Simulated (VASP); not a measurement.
# ZrO2 (Fm-3m) in VASP: further runs, part 2 of 3

VASP 6.6.1.

**3. Single point, PBE (11.49 Å³/atom)**

This run uses another cell than the first one, of 11.49 Å³/atom.

Input file INCAR:

```
PREC     = Accurate       # precision mode
ENCUT    = 600            # plane-wave cutoff, eV
EDIFF    = 1E-6           # SCF threshold, eV
ISMEAR   = 0              # smearing method
SIGMA    = 0.01           # smearing width, eV
LREAL    = False          # projectors in reciprocal space
LASPH    = True           # aspherical terms in the spheres
NELM     = 120            # most SCF steps
ALGO     = Normal         # electronic algorithm
ISIF     = 2              # what is computed and relaxed
LWAVE    = False          # write WAVECAR
LCHARG   = False          # write CHGCAR
GGA      = PE             # functional
NBANDS   = 19             # bands
GGA_COMPAT= False
```

Input file KPOINTS:

```
regular mesh
0
Gamma
  8 8 8
```

Input file POSCAR:

```
ZrO2
1.0
    0.0000000000      2.5832230991      2.5832230991
    2.5832230991      0.0000000000      2.5832230991
    2.5832230991      2.5832230991      0.0000000000
Zr O
1 2
Direct
    0.0000000000      0.0000000000      0.0000000000
    0.2500000000      0.2500000000      0.2500000000
    0.7500000000      0.7500000000      0.7500000000
```

Potentials or basis: VASP PAW PBE potentials, release 64 (Zr_sv, O).

Command:

```bash
$ cat potpaw_PBE.64/Zr_sv/POTCAR potpaw_PBE.64/O/POTCAR > POTCAR
$ mpirun -np 1 vasp_std > vasp.out
```

OUTCAR:

```text
PREC = Accurate
   ENCUT = 600
   EDIFF = 1E-6
   ISMEAR = 0
   LREAL = False
   LASPH = True
   NELM = 120
   ISIF = 2
   GGA = PE

 ion  position               nearest neighbor table
   1  0.000  0.000  0.000-   3 2.24   3 2.24   3 2.24   2 2.24   3 2.24   2 2.24   2 2.24   2 2.24

   2  0.250  0.250  0.250-   1 2.24   1 2.24   1 2.24   1 2.24
   3  0.750  0.750  0.750-   1 2.24   1 2.24   1 2.24   1 2.24

  LATTYP: Found a face centered cubic cell.
 ALAT       =     5.1664461982

  Lattice vectors:

 A1 = (   0.0000000000,   2.5832230991,   2.5832230991)
 A2 = (   2.5832230991,   0.0000000000,   2.5832230991)
 A3 = (   2.5832230991,   2.5832230991,   0.0000000000)

Analysis of symmetry for initial positions (statically):
=====================================================================
 Subroutine PRICEL returns:
 Original cell was already a primitive cell.

 Routine SETGRP: Setting up the symmetry group for a
 face centered cubic supercell.

 Subroutine GETGRP returns: Found 48 space group operations
 (whereof 48 operations were pure point group operations)
 out of a pool of 48 trial point group operations.

The static configuration has the point symmetry O_h .

Analysis of symmetry for dynamics (positions and initial velocities):
=====================================================================
 Subroutine PRICEL returns:
 Original cell was already a primitive cell.

 Routine SETGRP: Setting up the symmetry group for a
 face centered cubic supercell.

 Subroutine GETGRP returns: Found 48 space group operations
 (whereof 48 operations were pure point group operations)
 out of a pool of 48 trial point group operations.

The dynamic configuration has the point symmetry O_h .

 Subroutine INISYM returns: Found 48 space group operations
 (whereof 48 operations are pure point group operations),
 and found     1 'primitive' translations

----------------------------------------------------------------------------------------

                                     Primitive cell

  volume of cell :      34.4759

  direct lattice vectors                    reciprocal lattice vectors
     0.000000000  2.583223099  2.583223099    -0.193556646  0.193556646  0.193556646
     2.583223099  0.000000000  2.583223099     0.193556646 -0.193556646  0.193556646
     2.583223099  2.583223099  0.000000000     0.193556646  0.193556646 -0.193556646

  length of vectors
     3.653229141  3.653229141  3.653229141     0.335249946  0.335249946  0.335249946

  position of ions in fractional coordinates (direct lattice)
     0.000000000  0.000000000  0.000000000
     0.250000000  0.250000000  0.250000000
     0.750000000  0.750000000  0.750000000

  ion indices of the primitive-cell ions
   primitive index   ion index
                 1           1
                 2           2
                 3           3

----------------------------------------------------------------------------------------

 KPOINTS: regular mesh

Automatic generation of k-mesh.
 Grid dimensions read from file:
 generate k-points for:    8    8    8

 Generating k-lattice:

  Cartesian coordinates                     Fractional coordinates (reciprocal lattice)
    -0.024194581  0.024194581  0.024194581     0.125000000  0.000000000  0.000000000
     0.024194581 -0.024194581  0.024194581     0.000000000  0.125000000  0.000000000
     0.024194581  0.024194581 -0.024194581     0.000000000  0.000000000  0.125000000

  Length of vectors
     0.041906243  0.041906243  0.041906243

  Shift w.r.t. Gamma in fractional coordinates (k-lattice)
     0.000000000  0.000000000  0.000000000

 Subroutine IBZKPT returns following result:
 ===========================================

 Found     29 irreducible k-points:

 Following reciprocal coordinates:
            Coordinates               Weight
  0.000000  0.000000  0.000000      1.000000
  0.125000  0.000000  0.000000      8.000000
  0.250000  0.000000  0.000000      8.000000
  0.375000  0.000000  0.000000      8.000000
  0.500000  0.000000  0.000000      4.000000
  0.125000  0.125000  0.000000      6.000000
[... 16 lines left out ...]
  0.500000  0.250000  0.125000     48.000000
 -0.375000  0.250000  0.125000     24.000000
 [... further k-points ...]
   k-points           NKPTS =     29   k-points in BZ     NKDIM =     29   number of bands    NBANDS=     19
   number of dos      NEDOS =    301   number of ions     NIONS =      3
   total plane-waves  NPLWV =  27000
   dimension x,y,z NGX =    30 NGY =   30 NGZ =   30
   dimension x,y,z NGXF=    60 NGYF=   60 NGZF=   60
   ions per type =               1   2
   NGX,Y,Z   is equivalent  to a cutoff of  13.65, 13.65, 13.65 a.u.
   NGXF,Y,Z  is equivalent  to a cutoff of  27.30, 27.30, 27.30 a.u.
 SYSTEM =  unknown system
   PREC   = accura    normal or accurate (medium, high low for compatibility)
   ISTART =      0    job   : 0-new  1-cont  2-samecut
   ICHARG =      2    charge: 1-file 2-atom 10-const
   ISPIN  =      1    spin polarized calculation?
   LNONCOLLINEAR =      F non collinear calculations
   LSORBIT =      F    spin-orbit coupling
   LASPH  =      T    aspherical Exc in radial PAW
   ENCUT  =  600.0 eV  44.10 Ry    6.64 a.u.   7.30  7.30  7.30*2*pi/ulx,y,z
   NELM   =    120;   NELMIN=  2; NELMDL= -5     # of ELM steps
   EDIFF  = 0.1E-05   stopping-criterion for ELM
   LREAL  =      F    real-space projection
   EDIFFG = 0.1E-04   stopping-criterion for IOM
   NSW    =      0    number of steps for IOM
   IBRION =     -1    ionic relax: 0-MD 1-quasi-New 2-CG
   NFREE  =      0    steps in history (QN), initial steepest desc. (CG)
   ISIF   =      2    stress and relaxation
   ISYM   =      2    0-nonsym 1-usesym 2-fastsym
   POTIM  = 0.5000    time-step for ionic-motion
   TEBEG  =    0.0;   TEEND  =   0.0 temperature during run
   PSTRESS=    0.0 pullay stress
   NELECT =      24.0000    total number of electrons
   NUPDOWN=      -1.0000    fix difference up-down
   EMIN   =  10.00;   EMAX   =-10.00  energy-range for DOS
   EFERMI =   0.00;   METHOD = LEGACY
   ISMEAR =     0;   SIGMA  =   0.01  broadening in eV -4-tet -1-fermi 0-gaus
   EFERMI_NEDOS =   21; number of points for ismear=-14 and -15
   IALGO  =     38    algorithm
   IMIX   =      4    mixing-type and parameters
     AMIX     =   0.40;   BMIX     =  1.00
     AMIX_MAG =   1.60;   BMIX_MAG =  1.00
  volume/ion in A,a.u.               =      11.49        77.55
  Fermi-wavevector in a.u.,A,eV,Ry     =   1.450908  2.741819 28.642103  2.105135
  Thomas-Fermi vector in A             =   2.568466
   LORBIT       =      0    0 simple, 1 ext, 2 COOP (PROOUT), +10 PAW based schemes
   GGA     = PE    functional components
   LHFCALC =     F    Hartree Fock is set to
   AEXX    =    0.0000 exact exchange contribution
   IVDW    =     0    specifies the selected vdW correction
   LEPSILON=     F    determine dielectric tensor
   LRPA    =     F    only Hartree local field effects (RPA)
 non-spin polarized calculation
 Gauss-broadening in eV      SIGMA  =   0.01
  energy-cutoff  :      600.00
  volume of cell :       34.48
 maximum number of plane-waves:      1174
 NGX is ok and might be reduce to    30
   NGX = 15   NGY = 15   NGZ = 15

 number of electron      23.9999996 magnetization

 Free energy of the ion-electron system (eV)
  ---------------------------------------------------
  ext. energy  EPLUGINS =         0.00000000
  ---------------------------------------------------
  free energy    TOTEN  =       -28.55564598 eV

  energy without entropy =      -28.55564598  energy(sigma->0) =      -28.55564598

 E-fermi :   6.9085     XC(G=0): -11.5438

 val. band max:        6.7243939550   @ k =   0.5000   0.5000   0.0000
 cond. band min:       9.9532495440   @ k =   0.0000   0.0000   0.0000
 fundamental gap:      3.2288555890
 Fermi energy:         6.9084919689

 k-point     1 :       0.0000    0.0000    0.0000
  band No.  band energies     occupation
      1     -41.5766      2.00000
      2     -19.3900      2.00000
      3     -19.3900      2.00000
      4     -19.3900      2.00000
      5     -11.2584      2.00000
      6      -8.8652      2.00000
[... 11 lines left out ...]
     18      15.5609      0.00000
     19      20.7533      0.00000
[... 489 lines left out ...]
      3     -19.6126      2.00000
      4     -19.4801      2.00000
      5      -9.9998      2.00000
      6      -9.4761      2.00000
[... 11 lines left out ...]
     18      17.1457      0.00000
     19      20.6215      0.00000

 [... further k-points ...]

------------------------ aborting loop because EDIFF is reached ----------------------------------------

  FORCE on cell =-STRESS in cart. coord.  units (eV):
  Direction    XX          YY          ZZ          XY          YZ          ZX
  --------------------------------------------------------------------------------------
  -------------------------------------------------------------------------------------
  Total       -1.3992546     -1.3992546     -1.3992546      0.0000000      0.0000000      0.0000000
  in kB      -65.0266791    -65.0266791    -65.0266791      0.0000000      0.0000000      0.0000000
  external PRESSURE =     -65.0266791 kB  Pullay stress =       0.0000000 kB

 VOLUME and BASIS-vectors are now :
 -----------------------------------------------------------------------------
  energy-cutoff  :      600.00
  volume of cell :       34.48
      direct lattice vectors                 reciprocal lattice vectors
     0.000000000  2.583223099  2.583223099    -0.193556646  0.193556646  0.193556646
     2.583223099  0.000000000  2.583223099     0.193556646 -0.193556646  0.193556646
     2.583223099  2.583223099  0.000000000     0.193556646  0.193556646 -0.193556646

 POSITION                                       TOTAL-FORCE (eV/Angst)
 -----------------------------------------------------------------------------------
      0.00000      0.00000      0.00000        -0.000000     -0.000000     -0.000000
      1.29161      1.29161      1.29161         0.000000      0.000000      0.000000
      3.87483      3.87483      3.87483        -0.000000     -0.000000     -0.000000
 -----------------------------------------------------------------------------------
    total drift:                                0.000000     -0.000000      0.000000

  FREE ENERGIE OF THE ION-ELECTRON SYSTEM (eV)
  ---------------------------------------------------
  free  energy   TOTEN  =       -28.5556459835 eV

  energy  without entropy=      -28.5556459835  energy(sigma->0) =      -28.55564598
```

It took 37 s on 1 thread of Intel Xeon 8259CL, shared host; peak memory 0.18 GiB.

Results:

```yaml
Free_energy: -28.5556 eV
Pressure: -6.5 GPa
Band_gap_on_the_k_mesh: 3.23 eV (least direct gap 3.64 eV)
```

Caveat: the cell stands under tension.

**4. Single point, PBE (11.83 Å³/atom)**

This run uses another cell than the first one, of 11.83 Å³/atom.

Input file INCAR:

```
SYSTEM = ZrO2
ALGO     = Normal         ! electronic algorithm
EDIFF    = 1E-6           ! SCF threshold, eV
ENCUT    = 600            ! plane-wave cutoff, eV
GGA      = PE             ! functional
GGA_COMPAT= .False.      
ISIF     = 2              ! what is computed and relaxed
ISMEAR   = 0              ! smearing method
LASPH    = .True.         ! aspherical terms in the spheres
LCHARG   = .False.        ! write CHGCAR
LREAL    = .False.        ! projectors in reciprocal space
LWAVE    = .False.        ! write WAVECAR
NBANDS   = 19             ! bands
NELM     = 120            ! most SCF steps
PREC     = Accurate       ! precision mode
SIGMA    = 0.01           ! smearing width, eV
```

Input file KPOINTS:

```
k-points
0
Gamma
  8 8 8
  0 0 0
```

Input file POSCAR:

```
ZrO2
1.0
    0.0000000000      2.6080633065      2.6080633065
    2.6080633065      0.0000000000      2.6080633065
    2.6080633065      2.6080633065      0.0000000000
Zr O
1 2
Direct
    0.0000000000      0.0000000000      0.0000000000
    0.2500000000      0.2500000000      0.2500000000
    0.7500000000      0.7500000000      0.7500000000
```

Command:

```bash
$ cat potpaw_PBE.64/Zr_sv/POTCAR potpaw_PBE.64/O/POTCAR > POTCAR
$ mpirun -np 1 vasp_std > vasp.out
```

It took 33 s on 1 thread of Intel Xeon 8259CL, shared host; peak memory 0.18 GiB.

It converged, with:

```yaml
Free_energy: -28.4995 eV
Pressure: -12.1 GPa
Band_gap_on_the_k_mesh: 3.15 eV (least direct gap 3.54 eV)
```

Levels at points of the mesh, in eV from the valence-band top:
```
           k point  band 10  band 11  band 12  band 13  band 14  band 15
(0.00, 0.00, 0.00)    -0.51    -0.51    -0.51     3.15     3.15     6.04
(0.50, 0.00, 0.00)    -2.39    -1.58    -1.58     3.70     3.70     5.44
(0.50, 0.50, 0.00)    -1.41    -1.41     0.00     3.54     4.35     5.20
```

Caveat: the cell stands under tension.

[end of part 2 of 3]
